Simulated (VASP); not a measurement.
Wanted: the native input for a VASP 6.6.1 run.

- Task: single point
- Functional: PBE
- Potentials or basis: VASP PAW PBE potentials, release 64 (Rb_sv, Br)
- Cutoff: 500 eV
- k mesh: 4 × 4 × 3
- Occupations: gaussian, width 0.15 eV
- Spin: no spin polarisation
- Dipole correction: no
- Further INCAR settings: ALGO = Normal; EDIFF = 1e-06; NBANDS = 15

The structure of RbBr lies in POSCAR:

```
RbBr
1.0
    4.1629974799      0.0000000000      0.0000000000
    0.0000000000      4.1629974799      0.0000000000
    0.0000000000      0.0000000000      4.1983158005
Rb Br
1 1
Direct
    0.0000000000      0.0000000000      0.5000000000
    0.5000000000      0.5000000000      0.0000000000
```

One way to write it, as run:

INCAR

```
SYSTEM = RbBr
  PREC = Accurate
  ENCUT = 500
  EDIFF = 1E-6
  ISMEAR = 0
  SIGMA = 0.15
  LREAL = .False.
  LASPH = .True.
  NELM = 120
  ALGO = Normal
  ISIF = 2
  LWAVE = .False.
  LCHARG = .False.
  GGA = PE
  NBANDS = 15
  GGA_COMPAT = .False.
```

KPOINTS

```
Automatic mesh
0
Gamma
  4 4 3
  0 0 0
```

Potentials or basis: VASP PAW PBE potentials, release 64 (Rb_sv, Br).

Command:

```console
$ cat potpaw_PBE.64/Rb_sv/POTCAR potpaw_PBE.64/Br/POTCAR > POTCAR
$ mpirun -np 1 vasp_std > vasp.out
```

Results of the run:

```json
{"Pressure": "0.3 GPa", "Band gap on the k mesh": "3.98 eV, indirect (least direct gap 4.10 eV)"}
```

Caveat: the k points lie up to 0.50 Å⁻¹ apart.

It took 9.8 s on 1 thread of Intel(R) Xeon(R) Platinum 8488C (Sapphire Rapids), with other jobs on the host, peak memory 0.17 GiB.
